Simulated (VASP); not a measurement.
# Si2W: single point with PBE

The system is Si2W.

```
Si W
1.0
     4.71723    0.00000    0.00000
    -2.35862    4.08525    0.00000
     0.00000    0.00000    6.36025
Si W
6 3
Direct
  0.82383 0.64766 0.50000
  0.17617 0.82383 0.83333
  0.64766 0.82383 0.16667
  0.17617 0.35234 0.50000
  0.82383 0.17617 0.83333
  0.35234 0.17617 0.16667
  0.00000 0.50000 0.16667
  0.50000 0.50000 0.83333
  0.50000 0.00000 0.50000
```

This cell differs from its parent crystal: atoms shifted along a free coordinate, c/a of the conventional cell at fixed volume 1.3483.

```
Program                : VASP 6.6.1
Task                   : single point
Functional             : PBE
Potentials or basis    : VASP PAW PBE potentials, release 64 (Si, W_sv)
Cutoff                 : 520 eV
k mesh                 : 9 × 9 × 6
Occupations            : gaussian, width 0.03 eV
Spin                   : no spin polarisation
Dipole correction      : no
Further INCAR settings : ALGO = Normal; EDIFF = 1e-07; NBANDS = 43
```

- Pressure: 4.4 GPa
- Largest force: 1.480 eV/Å
- Band gap on the k mesh: 0.19 eV (least direct gap 0.39 eV)

Forces on the atoms (eV/Å):
```
Si   0.000  1.480  0.000
Si  -1.282  0.740  0.000
Si   1.282  0.740  0.000
Si   0.000 -1.480  0.000
Si   1.282 -0.740  0.000
Si  -1.282 -0.740  0.000
W    0.000  0.000  0.000
W    0.000  0.000  0.000
W    0.000  0.000  0.000
```

Stress tensor (GPa, compression positive):
```
-2.07  0.00  0.00
 0.00 -2.07  0.00
 0.00  0.00 17.34
```

Levels at points of the mesh, in eV from the valence-band top:
```
           k point  band 29  band 30  band 31  band 32  band 33  band 34  band 35  band 36  band 37  band 38
(0.00, 0.00, 0.00)    -3.35    -3.33    -3.33    -3.10    -1.04     1.80     1.80     2.07     2.27     2.68
(0.00, 0.00, 0.50)    -3.37    -2.90    -2.38    -0.41    -0.41     1.64     2.11     2.15     2.15     2.23
```

Run time: 3 min on 1 thread of Intel(R) Xeon(R) Platinum 8488C (Sapphire Rapids), with other jobs on the host, peak memory 0.35 GiB.

Caveat: the stress differs along the axes, from -2 to 17 GPa; spin-orbit coupling is left out, which moves the levels of the heavy elements; forces of over 1 eV/Å act on the atoms, so gaps and moduli don't describe the material at rest. A k mesh can miss the band edges.
